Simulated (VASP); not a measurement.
**Be: single point with PBEsol**

Crystal: Be.

```
Be
1.0
     2.15865    0.00000    0.00000
    -0.71955    2.03520    0.00000
    -0.71955   -1.01760    1.76253
Be
1
Direct
  0.00000 0.00000 0.00000
```

* Program: VASP 6.6.1
* Task: single point
* Functional: PBEsol
* Potentials or basis: VASP PAW PBE potentials, release 64 (Be)
* Cutoff: 520 eV
* k mesh: 16 × 16 × 16
* Occupations: methfessel-paxton, width 0.1 eV
* Spin: no spin polarisation

| Item | Value |
| --- | --- |
| Pressure | 0.4 GPa |
| Band gap on the k mesh | zero (band 1 reaches 12.05 eV, above the bottom of band 2 at 6.80 eV) |

Levels at points of the mesh, in eV from the Fermi level:
```
           k point  band 1  band 2  band 3  band 4  band 5  band 6
(0.00, 0.00, 0.00)  -12.12   19.81   19.81   19.81   31.23   31.23
(0.50, 0.00, 0.00)   -5.10    0.64   12.59   15.83   20.79   26.78
(0.50, 0.50, 0.50)    4.20    4.20    4.20   10.09   10.09   18.94
```

Run time: 5.5 s on 1 thread of AMD EPYC 7R43 64-Core Processor (Zen 3), with other jobs on the host, peak memory 0.08 GiB.

Caveat: the PAW data sets were made with another functional, which shifts forces and pressure a little.
